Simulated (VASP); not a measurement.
Input of a VASP 6.6.1 run:

POSCAR

```
GaP
1.0
    0.0000000000      2.7253992947      2.7076841993
    2.7253992947      0.0000000000      2.7076841993
    2.7253992947      2.7253992947      0.0000000000
Ga P
1 1
Direct
    0.0000000000      0.0000000000      0.0000000000
    0.2500000000      0.2500000000      0.2500000000
```

File INCAR.step1:

```
PREC = Accurate ; ENCUT = 520
ISMEAR = 0 ; SIGMA = 0.01
LREAL = False ; LASPH = True
NELM = 100 ; NBANDS = 16
GGA = PE ; ALGO = Normal
EDIFF = 1E-4 ; LWAVE = True
LCHARG = False
```

The input INCAR.step2:

```
PREC = Accurate ; ENCUT = 520
EDIFF = 1E-7 ; ISMEAR = 0
SIGMA = 0.01 ; LREAL = False
LASPH = True ; NELM = 100
ALGO = Normal ; ISIF = 2
LWAVE = False ; LCHARG = False
METAGGA = R2SCAN ; LMIXTAU = True
NBANDS = 16 ; ISTART = 1
```

Contents of KPOINTS:

```
Automatic mesh
0
Gamma
  8 8 8
```

Potentials or basis: VASP PAW PBE potentials, release 64 (Ga_d, P).

Launch:

```sh
$ cat potpaw_PBE.64/Ga_d/POTCAR potpaw_PBE.64/P/POTCAR > POTCAR
$ cp INCAR.step1 INCAR
$ mpirun -np 1 vasp_std > vasp.out
$ cp INCAR.step2 INCAR
$ mpirun -np 1 vasp_std > vasp.out
```

(1) Predict the band gap on the k mesh.

(2) Predict the pressure.

Results:

(1) 1.83 eV, indirect (least direct gap 2.37 eV).

(2) 0.5 GPa.

Caveat: the cell differs from its parent crystal (uniaxial z strain -0.7%); the PAW data sets were made with another functional, which shifts forces and pressure a little.
